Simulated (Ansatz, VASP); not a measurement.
## In3Sb: VASP beside Ansatz

```
In Sb
1.0
     4.83696    0.00000    0.00000
     0.00000    4.83696    0.00000
     0.00000    0.00000    4.83696
In Sb
3 1
Direct
  0.50000 0.50000 0.00000
  0.50000 0.00000 0.50000
  0.00000 0.50000 0.50000
  0.00000 0.00000 0.00000
```

Alike in both runs: task single point; functional PBEsol; dispersion D3(BJ); k mesh 4 × 4 × 4; occupations gaussian, width 0.1 eV; no spin polarisation.

|  | VASP | Ansatz |
| --- | --- | --- |
| version | VASP 6.6.1 | Ansatz 0.2.0 |
| potentials or method | VASP PAW PBE potentials, release 64 (In_d, Sb), cutoff 520 eV | scalar-relativistic, plane waves, PAW |
| valence electrons in the cell | 44 | 54 |

VASP gave:

```
gap on the k mesh at the Fermi level (eV) : none
pressure (GPa)                            : -5.4
```

Question: Estimate Ansatz's values.

Answer: gap on the k mesh at the Fermi level (eV): none; pressure (GPa): -5.3.

VASP's potentials were made for PBE, not for PBEsol. A gap of «none» marks a metal or a gap that the smearing closes. VASP's potentials hold 44 valence electrons a cell and Ansatz's 54, so a difference there can come from the potentials and not from the codes.

Spin-orbit coupling is off throughout.
